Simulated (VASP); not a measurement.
# AlN (Cmcm) in VASP: settings compared, part 2 of 2

VASP 6.6.1. Earlier steps stand in the parts before.

**4. Relaxation of cell and atoms, PBEsol**

This run uses another cell than the first one, of 10.63 Å³/atom.

File INCAR:

```
SYSTEM = AlN
PREC = Accurate ; ENCUT = 600
EDIFF = 1E-7 ; ISMEAR = -1
SIGMA = 0.03 ; LREAL = .FALSE.
LASPH = .TRUE. ; NELM = 100
ALGO = Normal ; ISIF = 3
LWAVE = .FALSE. ; LCHARG = .FALSE.
GGA = PS ; IBRION = 2
NSW = 100 ; EDIFFG = -0.01
```

File KPOINTS:

```
Automatic mesh
0
G
  8 8 6
  0 0 0
```

File POSCAR:

```
AlN
1.0
    1.4984509600     -4.2876386800      0.0000000000
    1.4984509600      4.2876386800      0.0000000000
    0.0000000000      0.0000000000      3.3096107300
Al N
2 2
Direct
    0.3868549800      0.6131450200      0.7500000000
    0.6131450200      0.3868549800      0.2500000000
    0.8565043900      0.1434956100      0.2500000000
    0.1434956100      0.8565043900      0.7500000000
```

Potentials or basis: VASP PAW PBE potentials, release 64 (Al, N).

Started as:

```console
> cat potpaw_PBE.64/Al/POTCAR potpaw_PBE.64/N/POTCAR > POTCAR
> mpirun -np 1 vasp_std > vasp.out
```

OUTCAR:

```text
SYSTEM = AlN
   PREC = Accurate
   ENCUT = 600
   EDIFF = 1E-7
   ISMEAR = -1
   LREAL = .FALSE.
   LASPH = .TRUE.
   NELM = 100
   ISIF = 3
   GGA = PS
   IBRION = 2
   NSW = 100
   EDIFFG = -0.01

 ion  position               nearest neighbor table
   1  0.387  0.613  0.750-   4 2.09   3 2.25   3 2.25   3 2.25   3 2.25   2 2.55   2 2.55   2 3.24
                             2 3.24   2 3.24   2 3.24
   2  0.613  0.387  0.250-   3 2.09   4 2.25   4 2.25   4 2.25   4 2.25   1 2.55   1 2.55   1 3.24
                             1 3.24   1 3.24   1 3.24
   3  0.857  0.143  0.250-   2 2.09   1 2.25   1 2.25   1 2.25   1 2.25
   4  0.143  0.857  0.750-   1 2.09   2 2.25   2 2.25   2 2.25   2 2.25

  LATTYP: Found a base centered orthorhombic cell.
 ALAT       =     2.9969019200
 B/A-ratio  =     2.8613807155
 C/A-ratio  =     1.1043440254

  Lattice vectors:

 A1 = (   1.4984509600,  -4.2876386800,   0.0000000000)
 A2 = (   1.4984509600,   4.2876386800,   0.0000000000)
 A3 = (   0.0000000000,   0.0000000000,   3.3096107300)

Analysis of symmetry for initial positions (statically):
=====================================================================
 Subroutine PRICEL returns:
 Original cell was already a primitive cell.

 Routine SETGRP: Setting up the symmetry group for a
 base centered orthorhombic supercell.

 Subroutine GETGRP returns: Found  8 space group operations
 (whereof  4 operations were pure point group operations)
 out of a pool of  8 trial point group operations.

The static configuration has the point symmetry C_2h.
[... 292 lines left out ...]
      5       8.5196      2.00000
      6       9.0374      2.00000
      7       9.2792      2.00000
      8      10.2823      2.00000
      9      13.7330      0.00000
     10      15.1664      0.00000
     11      17.9194      0.00000
     12      18.9513      0.00000
[... 333 lines left out ...]
      1      -6.4400      2.00000
      2      -3.7932      2.00000
      3       3.7159      2.00000
      4       4.7507      2.00000
      5       5.6694      2.00000
      6       6.2647      2.00000
      7       7.6859      2.00000
      8      10.0325      2.00000
      9      15.2239      0.00000
     10      18.1166      0.00000
     11      18.5340      0.00000
     12      19.0621      0.00000

 [... further k-points ...]

[... ionic steps 4 to 19 ...]

--------------------------------------- Ionic step       20  -------------------------------------------

 number of electron      16.0000002 magnetization

------------------------ aborting loop because EDIFF is reached ----------------------------------------
[... 71 lines left out ...]
--------------------------------------- Ionic step       22  -------------------------------------------

 number of electron      16.0000002 magnetization

 Free energy of the ion-electron system (eV)
  ---------------------------------------------------
  ext. energy  EPLUGINS =         0.00000000
  ---------------------------------------------------
  free energy    TOTEN  =       -29.60022162 eV

  energy without entropy =      -29.60022162  energy(sigma->0) =      -29.60022162

 E-fermi :   7.7363     XC(G=0): -11.1952

 val. band max:        7.0932784626   @ k =   0.1250   0.1250   0.1667
 cond. band min:       9.8011129763   @ k =   0.3750   0.2500   0.0000
 fundamental gap:      2.7078345138
 Fermi energy:         7.7363119573

 k-point     1 :       0.0000    0.0000    0.0000
  band No.  band energies     occupation
      1      -9.5737      2.00000
      2      -7.1291      2.00000
      3       0.9239      2.00000
      4       5.4626      2.00000
      5       5.6670      2.00000
      6       6.3815      2.00000
      7       6.7586      2.00000
      8       6.7836      2.00000
      9       9.9133      0.00000
     10      13.7477      0.00000
     11      14.3871      0.00000
     12      16.9943      0.00000
[... 376 lines left out ...]
  FREE ENERGIE OF THE ION-ELECTRON SYSTEM (eV)
  ---------------------------------------------------
  free  energy   TOTEN  =       -29.6002216160 eV

  energy  without entropy=      -29.6002216160  energy(sigma->0) =      -29.60022162

 reached required accuracy - stopping structural energy minimisation
```

OSZICAR:

```text
N       E                     dE             d eps       ncg     rms          rms(c)
DAV:   1     0.498233245642E+02    0.49823E+02   -0.80181E+03  2016   0.133E+03
DAV:   2    -0.250631818901E+02   -0.74887E+02   -0.68107E+02  2904   0.227E+02
DAV:   3    -0.291910284454E+02   -0.41278E+01   -0.40617E+01  2584   0.583E+01
[... 203 lines left out ...]
DAV:   2    -0.296002348264E+02    0.60806E-04   -0.11851E-04  2304   0.105E-01    0.191E-02
DAV:   3    -0.296002236052E+02    0.11221E-04   -0.22375E-05  2464   0.409E-02    0.736E-03
DAV:   4    -0.296002218440E+02    0.17612E-05   -0.47131E-06  2480   0.182E-02    0.260E-03
DAV:   5    -0.296002216382E+02    0.20582E-06   -0.69150E-07  2392   0.708E-03    0.859E-04
DAV:   6    -0.296002216160E+02    0.22187E-07   -0.26068E-08  1256   0.166E-03
  22 F= -.29600222E+02 E0= -.29600222E+02  d E =-.258532E-04
```

CONTCAR:

```text
AlN
   1.00000000000000
     1.3726710258293722   -5.3296597132114005   -0.0000000000000000
     1.3726710258293722    5.3296597132114005    0.0000000000000000
     0.0000000000000000   -0.0000000000000000    2.7621180119547670
  Al              N
     2     2
Direct
     0.3442758319598251    0.6557241680401751    0.7500000000000000
     0.6557241680401751    0.3442758319598251    0.2500000000000000
     0.8510349192571651    0.1489650807428348    0.2500000000000000
     0.1489650807428348    0.8510349192571651    0.7500000000000000

  0.00000000E+00  0.00000000E+00  0.00000000E+00
  0.00000000E+00  0.00000000E+00  0.00000000E+00
  0.00000000E+00  0.00000000E+00  0.00000000E+00
  0.00000000E+00  0.00000000E+00  0.00000000E+00
```

It took 17 min on 1 thread of Intel Xeon 8259CL, shared host; peak memory 0.22 GiB.

Results:

```yaml
Free_energy: -29.6002 eV
Relaxed_volume: 10.10 Å³/atom
Relaxed_cell: a = 5.504 Å, b = 5.504 Å, c = 2.762 Å, α = 90.00°, β = 90.00°, γ = 151.11°
Space_group_after_relaxing_to_0.1_Å: Cmcm (No. 63)
Energy_gained_by_relaxing: 795.7 meV/atom
Ionic_steps: 22
Pressure_after_relaxing: 0.0 GPa
Largest_force_after_relaxing: 0.005 eV/Å
Band_gap_on_the_k_mesh: 2.71 eV (least direct gap 3.08 eV)
```

Forces on the atoms (eV/Å):
```
Al   0.000 -0.003  0.000
Al   0.000  0.003  0.000
N    0.000  0.005  0.000
N    0.000 -0.005  0.000
```

The path:
```
step  energy change (eV)  largest force (eV/Å)  pressure (GPa)  volume (Å³)
   1              0.0000                3.6782          -29.44        42.53
   2             -1.9659                1.4537           29.84        31.53
   3             -2.0456                1.3637           14.70        32.93
   4             -2.6393                1.4366           19.01        33.30
   5             -2.6451                1.2909           18.27        33.29
   6             -2.9378                1.0647           -8.02        38.00
   7             -2.9410                1.0805           -5.92        37.49
   8             -3.0994                0.5008            0.88        37.68
   9             -3.1087                0.5527            3.27        37.72
  10             -3.1547                0.4092            0.22        38.86
  11             -3.1651                0.3048           -1.57        39.69
  12             -3.1784                0.1687            1.43        40.03
  13             -3.1805                0.0489            0.60        39.94
  14             -3.1821                0.0408            0.01        40.22
  15             -3.1821                0.0633           -0.14        40.29
  16             -3.1824                0.0264            0.18        40.32
  17             -3.1825                0.0342            0.11        40.31
  18             -3.1826                0.0262            0.00        40.36
  19             -3.1826                0.0248            0.01        40.36
  20             -3.1826                0.0119            0.02        40.38
  21             -3.1827                0.0023            0.03        40.39
  22             -3.1827                0.0050            0.03        40.41
```

Final structure:
```
Al N
1.0
     1.37267   -5.32966    0.00000
     1.37267    5.32966    0.00000
     0.00000    0.00000    2.76212
Al N
2 2
Cartesian
  1.3727 1.6599 2.0716
  1.3727 -1.6599 0.6905
  1.3727 -3.7418 0.6905
  1.3727 3.7418 2.0716
```

Caveat: a cell axis changed by over 15 % at a fixed basis, so the end point is rough; the PAW data sets were made with another functional, which shifts forces and pressure a little. A k mesh can miss the band edges.

**5. Single point, r2SCAN+rVV10**

This run uses another cell than the first one, of 10.32 Å³/atom.

File POSCAR:

```
AlN
1.0
    1.3680186674     -5.4890516601      0.0000000000
    1.3680186674      5.4890516601      0.0000000000
    0.0000000000      0.0000000000      2.7481311771
Al N
2 2
Direct
    0.3417983732      0.6582016268      0.7500000000
    0.6582016268      0.3417983732      0.2500000000
    0.8482636532      0.1517363468      0.2500000000
    0.1517363468      0.8482636532      0.7500000000
```

File INCAR.step1:

```
ALGO = Normal ; EDIFF = 1E-4
ENCUT = 520 ; GGA = PE
ISMEAR = -1 ; LASPH = True
LCHARG = False ; LREAL = False
LWAVE = True ; NBANDS = 16
NELM = 80 ; PREC = Accurate
SIGMA = 0.03
```

File INCAR.step2:

```
ALGO = Normal ; BPARAM = 11.95
CPARAM = 0.0093 ; EDIFF = 1E-7
ENCUT = 520 ; ISIF = 2
ISMEAR = -1 ; ISTART = 1
IVDW_NL = 2 ; LASPH = True
LCHARG = True ; LELF = True
LMIXTAU = True ; LREAL = False
LUSE_VDW = True ; LVHAR = True
LWAVE = False ; METAGGA = R2SCAN
NBANDS = 16 ; NELM = 80
PREC = Accurate ; SIGMA = 0.03
```

File KPOINTS:

```
k-points
0
Gamma
  10 10 10
```

Started as:

```console
> cat potpaw_PBE.64/Al/POTCAR potpaw_PBE.64/N/POTCAR > POTCAR
> cp INCAR.step1 INCAR
> mpirun -np 1 vasp_std > vasp.out
> cp INCAR.step2 INCAR
> mpirun -np 1 vasp_std > vasp.out
```

Run time: 15 min. Hardware: 1 thread of Intel Xeon 8259CL, shared host; peak memory 0.4 GiB.

Results (log left out):

```yaml
Free_energy: -36.1707 eV
Pressure: -0.4 GPa
Largest_force: 0.027 eV/Å
Band_gap_on_the_k_mesh: 3.36 eV (least direct gap 3.58 eV)
```

Forces on the atoms (eV/Å):
```
Al   0.000  0.027  0.000
Al   0.000 -0.027  0.000
N    0.000 -0.014  0.000
N    0.000  0.014  0.000
```

Stress tensor (GPa, compression positive):
```
-0.51  0.00  0.00
 0.00 -0.32  0.00
 0.00  0.00 -0.46
```

Levels at points of the mesh, in eV from the valence-band top:
| k point | band 6 | band 7 | band 8 | band 9 | band 10 | band 11 |
| --- | --- | --- | --- | --- | --- | --- |
| (0.00, 0.00, 0.00) | -0.83 | -0.23 | -0.22 | 3.36 | 7.73 | 8.29 |
| (0.50, 0.00, 0.00) | -1.70 | -0.47 | -0.43 | 4.00 | 7.74 | 10.19 |
| (0.50, 0.50, 0.00) | -1.43 | -0.31 | -0.15 | 5.74 | 7.18 | 7.88 |
| (0.00, 0.00, 0.50) | -2.42 | -0.39 | -0.39 | 6.41 | 6.41 | 9.47 |
| (0.50, 0.00, 0.50) | -4.37 | -1.30 | -1.30 | 5.04 | 5.04 | 7.84 |
| (0.50, 0.50, 0.50) | -1.67 | -0.39 | -0.39 | 4.86 | 4.86 | 11.09 |

Caveat: the PAW data sets were made with another functional, which shifts forces and pressure a little.

**6. Summary**

| task | level | cell | k mesh | cutoff (eV) | gap on the mesh (eV) | pressure (GPa) | largest force (eV/Å) |
| --- | --- | --- | --- | --- | --- | --- | --- |
| single point | PBEsol | a = 5.692, b = 5.692, c = 2.758 Å, angles 90.0, 90.0, 152.1°, 4 atoms, atomic positions A | 8 × 8 × 6 | 520 | 2.78 | 0.0 | 0.01 |
| single point | r2SCAN+rVV10 | a = 5.657, b = 5.657, c = 2.748 Å, angles 90.0, 90.0, 152.0°, 4 atoms, atomic positions B | 8 × 8 × 8 | 520 | 3.39 | -0.4 | 0.03 |
| relaxation of cell and atoms | PBEsol | relaxed from a = 4.542, b = 4.542, c = 3.310 Å, angles 90.0, 90.0, 141.5°, 4 atoms, atomic positions C | 8 × 8 × 6 | 600 | 2.71 | 0.0 | 0.01 |
| single point | r2SCAN+rVV10 | a = 5.657, b = 5.657, c = 2.748 Å, angles 90.0, 90.0, 152.0°, 4 atoms, atomic positions B | 10 × 10 × 10 | 520 | 3.36 | -0.4 | 0.03 |

Alike in all rows: potentials or basis VASP PAW PBE potentials, release 64 (Al, N); no spin polarisation; smearing fermi-dirac 0.03 eV.

Caveats: the PAW data sets were made with another functional, which shifts forces and pressure a little; a cell axis changed by over 15 % at a fixed basis, so the end point is rough (at least some runs).

Absolute energies hang on the potentials; compare differences alone.
